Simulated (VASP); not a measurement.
Cu, 1 atom in the cell. Symmetry: I4/mmm, No. 139, tetragonal system. The conventional cell has a = 2.799 Å, b = 2.799 Å, c = 2.835 Å, α = 90.00°, β = 90.00°, γ = 90.00°. Within 3.2 Å of Cu (site symmetry 4/mmm) lie 14 Cu at 2.43 to 2.83 Å. This isn't the form of Cu at room conditions, which is fcc. This cell differs from its parent crystal: strain -0.030 along x and y, +0.030 along z.

| Quantity | Value |
| --- | --- |
| Program | VASP 6.6.1 |
| Task | single point |
| Functional | r2SCAN |
| Potentials or basis | VASP PAW PBE potentials, release 64 (Cu) |
| Cutoff | 520 eV |
| k mesh | 24 × 24 × 24 |
| Occupations | gaussian, width 0.15 eV |
| Spin | no spin polarisation |
| Dipole correction | no |
| Further INCAR settings | ALGO = Normal; EDIFF = 1e-07; NBANDS = 12 |

Potentials or basis: VASP PAW PBE potentials, release 64 (Cu).

Launch:

```bash
$ cat potpaw_PBE.64/Cu/POTCAR > POTCAR
$ cp INCAR.step1 INCAR
$ mpirun -np 1 vasp_std > vasp.out
$ cp INCAR.step2 INCAR
$ mpirun -np 1 vasp_std > vasp.out
```

Hardware: 1 thread of AMD EPYC 9R45 96-Core Processor (Zen 5), with other jobs on the host.

**Question.** How long does it take, and how much memory?

**Answer.** It took 4.4 min on 1 thread of AMD EPYC 9R45 96-Core Processor (Zen 5) (shared host), peak memory 0.21 GiB. Counts: k points 1063.
